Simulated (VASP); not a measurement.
# Cu: single point with LDA

Crystal: Cu.

```
Cu
1.0
    -0.02410    1.79545    1.79545
     1.79545   -0.02410    1.79545
     1.79545    1.79545   -0.02410
Cu
1
Direct
  0.00000 0.00000 0.00000
```

```
Program                : VASP 6.6.1
Task                   : single point
Functional             : LDA
Potentials or basis    : VASP PAW LDA potentials, release 64 (Cu)
Cutoff                 : 520 eV
k mesh                 : 16 × 16 × 16
Occupations            : methfessel-paxton, width 0.1 eV
Spin                   : no spin polarisation
Dipole correction      : no
Further INCAR settings : ALGO = Normal; EDIFF = 1e-06; NBANDS = 12
```

```yaml
Pressure: -11.6 GPa
```

Stress tensor (GPa, compression positive):
```
-11.57   0.97   0.97
  0.97 -11.57   0.97
  0.97   0.97 -11.57
```

Levels at points of the mesh, in eV from the Fermi level:
| k point | band 2 | band 3 | band 4 | band 5 | band 6 | band 7 | band 8 | band 9 | band 10 | band 11 |
| --- | --- | --- | --- | --- | --- | --- | --- | --- | --- | --- |
| (0.00, 0.00, 0.00) | -3.05 | -3.05 | -2.94 | -2.17 | -2.17 | 22.68 | 24.88 | 24.88 | 25.94 | 27.48 |
| (0.50, 0.00, 0.00) | -3.10 | -2.97 | -1.64 | -1.59 | -0.98 | 3.69 | 21.28 | 21.93 | 22.40 | 25.08 |
| (0.50, 0.50, 0.00) | -4.41 | -1.62 | -1.47 | -1.46 | 1.55 | 7.17 | 12.75 | 13.39 | 17.67 | 20.35 |
| (0.50, 0.50, 0.50) | -3.05 | -3.05 | -1.59 | -1.59 | -0.74 | 4.06 | 20.98 | 21.54 | 21.54 | 24.81 |

It took 20 s on 1 thread of Intel(R) Xeon(R) 6975P-C (Granite Rapids), with other jobs on the host, peak memory 0.16 GiB.
